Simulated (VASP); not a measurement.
A run of VASP 6.6.1 is set up as follows.

File INCAR:

```
PREC     = Accurate       # precision mode
ENCUT    = 520            # plane-wave cutoff, eV
EDIFF    = 1E-7           # SCF threshold, eV
ISMEAR   = 0              # smearing method
SIGMA    = 0.15           # smearing width, eV
LREAL    = False          # projectors in reciprocal space
LASPH    = True           # aspherical terms in the spheres
NELM     = 60             # most SCF steps
ALGO     = Fast           # electronic algorithm
ISIF     = 2              # what is computed and relaxed
LWAVE    = False          # write WAVECAR
LCHARG   = False          # write CHGCAR
GGA      = PE             # functional
NBANDS   = 22             # bands
```

File KPOINTS:

```
Automatic mesh
0
Gamma
  18 18 10
```

Contents of POSCAR:

```
Rh
1.0
    2.6704000000      0.0000000000      0.0000000000
   -1.3352000000      2.3126342383      0.0000000000
    0.0000000000      0.0000000000      4.3851186776
Rh
2
Direct
    0.6666666667      0.3333333333      0.7500000000
    0.3333333333      0.6666666667      0.2500000000
```

Potentials or basis: VASP PAW PBE potentials, release 64 (Rh_pv).

Run with:

```console
$ cat potpaw_PBE.64/Rh_pv/POTCAR > POTCAR
$ mpirun -np 1 vasp_std > vasp.out
```

Task: Estimate the band gap on the k mesh.

Result: Zero (band 15 reaches 12.97 eV, above the bottom of band 16 at 10.44 eV).

Task: What does it give for the pressure?

Result: 11.6 GPa.

Stress tensor (GPa, compression positive):
```
13.38  0.00  0.00
 0.00 13.38  0.00
 0.00  0.00  7.94
```
